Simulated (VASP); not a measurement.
Here is a VASP 6.6.1 calculation.

Contents of INCAR:

```
  PREC = Accurate
  ENCUT = 520
  EDIFF = 1E-7
  ISMEAR = 0
  SIGMA = 0.1
  LREAL = F
  LASPH = T
  NELM = 60
  ALGO = Normal
  ISIF = 2
  LWAVE = F
  LCHARG = F
  GGA = PS
  NBANDS = 17
```

File KPOINTS:

```
regular mesh
0
Gamma
  10 10 10
```

Contents of POSCAR:

```
PbSe
1.0
    3.7843220000      0.0000000000      0.0000000000
    0.0000000000      3.7843220000      0.0000000000
    0.0000000000      0.0000000000      3.7843220000
Pb Se
1 1
Direct
   -0.0231719182      0.0421924984     -0.0866152510
    0.5000000000      0.5000000000      0.5000000000
```

Potentials or basis: VASP PAW PBE potentials, release 64 (Pb_d, Se).

Command:

```bash
$ cat potpaw_PBE.64/Pb_d/POTCAR potpaw_PBE.64/Se/POTCAR > POTCAR
$ mpirun -np 1 vasp_std > vasp.out
```

Task: What does it give for the band gap on the k mesh?

Result: Zero (bands 10 and 11 overlap by 0.67 eV).

Task: Predict the largest force.

Result: 0.124 eV/Å.

Task: What does it give for the pressure?

Result: -1.4 GPa.

Stress tensor (GPa, compression positive):
```
-1.76 -0.28  0.36
-0.28 -1.57 -0.58
 0.36 -0.58 -0.86
```

Caveat: the cell differs from its parent crystal (one atom moved); semilocal functionals underestimate gaps, and a narrow one can read as zero; the PAW data sets were made with another functional, which shifts forces and pressure a little; spin-orbit coupling is left out, which moves the levels of the heavy elements.
